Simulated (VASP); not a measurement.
Here is a VASP 6.6.1 calculation.

The input INCAR:

```
SYSTEM = Sn3Se
ALGO = Normal
EDIFF = 1E-6
ENCUT = 520
GGA = PE
ISIF = 2
ISMEAR = -1
LASPH = .TRUE.
LCHARG = .FALSE.
LREAL = .FALSE.
LWAVE = .FALSE.
NBANDS = 32
NELM = 80
PREC = Accurate
SIGMA = 0.1
```

File KPOINTS:

```
k-points
0
G
  8 8 8
  0 0 0
```

Contents of POSCAR:

```
Sn3Se
1.0
    4.7418790000      0.0000000000      0.0000000000
    0.0000000000      4.7418790000      0.0000000000
    0.0000000000      0.0000000000      4.7418790000
Sn Se
3 1
Direct
    0.5000000000      0.5000000000      0.0000000000
    0.5000000000      0.0000000000      0.5000000000
    0.0000000000      0.5000000000      0.5000000000
    0.0000000000      0.0000000000      0.0000000000
```

Potentials or basis: VASP PAW PBE potentials, release 64 (Sn_d, Se).

The run is started by

```bash
$ cat potpaw_PBE.64/Sn_d/POTCAR potpaw_PBE.64/Se/POTCAR > POTCAR
$ mpirun -np 1 vasp_std > vasp.out
```

**Question.** Estimate the band gap on the k mesh.

**Answer.** Zero (band 24 reaches 9.23 eV, above the bottom of band 25 at 6.83 eV).

**Question.** Estimate the pressure.

**Answer.** 0.2 GPa.

Caveat: spin-orbit coupling is left out, which moves the levels of the heavy elements.
